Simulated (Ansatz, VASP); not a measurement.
# Two plane-wave programs on Ni3Ge

```
Ni Ge
1.0
     3.63066    0.00000    0.00000
     0.00000    3.52491    0.00000
     0.00000    0.00000    3.52491
Ni Ge
3 1
Cartesian
  1.8153 0.0000 1.7625
  0.0000 1.7625 1.7625
  1.8153 1.7625 0.0000
  0.0000 0.0000 0.0000
```

Change from the starting cell: strain +0.0300 x Voigt [1, 0, 0, 0, 0, 0], atoms carried along.

Alike in both runs: task single point; functional PBEsol; k mesh 14 × 14 × 14; occupations gaussian, width 0.15 eV; no spin polarisation.

```csv
,VASP,Ansatz
version,VASP 6.6.1,Ansatz 0.2.0
potentials or method,"VASP PAW PBE potentials, release 64 (Ni, Ge_d), cutoff 520 eV","scalar-relativistic, plane waves, PAW"
valence electrons in the cell,44,68
```

```csv
,VASP,Ansatz,Ansatz less VASP
gap on the k mesh at the Fermi level (eV),none,none,-
pressure (GPa),-5.4,-5.9,-0.48
"traceless stress, the component that is largest in VASP (GPa)",-2.86,-2.89,-0.034
```

VASP's potentials were made for PBE, not for PBEsol. A gap of «none» marks a metal or a gap that the smearing closes. VASP's potentials hold 44 valence electrons a cell and Ansatz's 68, so a difference there can come from the potentials and not from the codes.
